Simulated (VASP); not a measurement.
Write the native input for VASP 6.6.1 that does the following.

```
Task                   : single point
Functional             : r2SCAN
Potentials or basis    : VASP PAW PBE potentials, release 64 (Na_pv, H)
Cutoff                 : 520 eV
k mesh                 : 10 × 10 × 10
Occupations            : fermi-dirac, width 0.2 eV
Spin                   : no spin polarisation
Dipole correction      : no
Further INCAR settings : ALGO = Normal; EDIFF = 1e-07; NBANDS = 11
```

NaH:

```
Na H
1.0
     0.00000    2.32283    2.32283
     2.32283    0.00000    2.32283
     2.32283    2.32283    0.00000
Na H
1 1
Cartesian
  0.0000 0.0000 0.0000
  2.3228 2.3228 2.3228
```

This cell differs from its parent crystal: volume 12.533 Å^3 an atom, c/a of the conventional cell 1.0000.

These files were run (other wordings do the same):

POSCAR

```
NaH
1.0
    0.0000000000      2.3228349213      2.3228349213
    2.3228349213      0.0000000000      2.3228349213
    2.3228349213      2.3228349213      0.0000000000
Na H
1 1
Direct
    0.0000000000      0.0000000000      0.0000000000
    0.5000000000      0.5000000000      0.5000000000
```

INCAR.step1

```
ALGO = Normal
EDIFF = 1E-4
ENCUT = 520
GGA = PE
ISMEAR = -1
LASPH = True
LCHARG = False
LREAL = False
LWAVE = True
NBANDS = 11
NELM = 80
PREC = Accurate
SIGMA = 0.2
```

INCAR.step2

```
ALGO = Normal
EDIFF = 1E-7
ENCUT = 520
ISIF = 2
ISMEAR = -1
ISTART = 1
LASPH = True
LCHARG = True
LELF = True
LMIXTAU = True
LREAL = False
LVHAR = True
LWAVE = False
METAGGA = R2SCAN
NBANDS = 11
NELM = 80
PREC = Accurate
SIGMA = 0.2
```

KPOINTS

```
k-points
0
Gamma
  10 10 10
```

Potentials or basis: VASP PAW PBE potentials, release 64 (Na_pv, H).

Run with:

```bash
$ cat potpaw_PBE.64/Na_pv/POTCAR potpaw_PBE.64/H/POTCAR > POTCAR
$ cp INCAR.step1 INCAR
$ mpirun -np 1 vasp_std > vasp.out
$ cp INCAR.step2 INCAR
$ mpirun -np 1 vasp_std > vasp.out
```

Results of the run:

- Pressure: 2.6 GPa
- Band gap on the k mesh: 4.61 eV, indirect (least direct gap 5.47 eV)

Caveat: the PAW data sets were made with another functional, which shifts forces and pressure a little.

It took 30 s on 1 thread of Intel(R) Xeon(R) Platinum 8259CL CPU @ 2.50GHz (Skylake/Cascade Lake), on a shared host, peak memory 0.14 GiB.
